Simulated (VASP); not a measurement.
Wanted: the native input for a VASP 6.6.1 run.

| Item | Value |
| --- | --- |
| Task | single point |
| Functional | PBE0 |
| Potentials or basis | VASP PAW PBE potentials, release 64 (Te, Sn_d) |
| Cutoff | 520 eV |
| k mesh | 4 × 4 × 4 |
| Occupations | fermi-dirac, width 0.05 eV |
| Spin | no spin polarisation |
| Dipole correction | no |
| Grid for exact exchange (PRECFOCK) | Normal |
| Further INCAR settings | ALGO = Normal; EDIFF = 1e-07; NBANDS = 17 |

SnTe:

```
CELL_PARAMETERS angstrom
0.00000 3.21265 3.21265
3.21265 0.00000 3.21265
3.21265 3.21265 0.00000
ATOMIC_POSITIONS crystal
Te 0.50000 0.50000 0.50000
Sn 0.00000 0.00000 0.00000
```

The input as run:

POSCAR

```
SnTe
1.0
    0.0000000000      3.2126470615      3.2126470615
    3.2126470615      0.0000000000      3.2126470615
    3.2126470615      3.2126470615      0.0000000000
Te Sn
1 1
Direct
    0.5000000000      0.5000000000      0.5000000000
    0.0000000000      0.0000000000      0.0000000000
```

INCAR.step1

```
PREC = Accurate ; ENCUT = 520
EDIFF = 1E-5 ; ISMEAR = -1
SIGMA = 0.05 ; LREAL = F
LASPH = T ; NELM = 100
ALGO = Normal ; ISIF = 2
LWAVE = T ; LCHARG = F
NBANDS = 17 ; GGA = PE
```

INCAR.step2

```
PREC = Accurate ; ENCUT = 520
EDIFF = 1E-7 ; ISMEAR = -1
SIGMA = 0.05 ; LREAL = F
LASPH = T ; NELM = 100
ALGO = Normal ; ISIF = 2
LWAVE = F ; LCHARG = F
GGA = PE ; LHFCALC = T
AEXX = 0.25 ; PRECFOCK = Normal
NBANDS = 17 ; ISTART = 1
```

KPOINTS

```
Automatic mesh
0
Gamma
  4 4 4
```

Potentials or basis: VASP PAW PBE potentials, release 64 (Te, Sn_d).

The run is started by

```console
$ cat potpaw_PBE.64/Te/POTCAR potpaw_PBE.64/Sn_d/POTCAR > POTCAR
$ cp INCAR.step1 INCAR
$ mpirun -np 1 vasp_std > vasp.out
$ cp INCAR.step2 INCAR
$ mpirun -np 1 vasp_std > vasp.out
```

Results of the run:

The pressure is -1.5 GPa and the band gap on the k mesh is 0.91 eV, direct.

Caveat: the k points lie up to 0.42 Å⁻¹ apart; the PAW data sets were made with another functional, which shifts forces and pressure a little; spin-orbit coupling is left out, which moves the levels of the heavy elements.

Wall time 17 min on 1 thread of Intel(R) Xeon(R) Platinum 8488C (Sapphire Rapids), with other jobs on the host, peak memory 0.21 GiB.
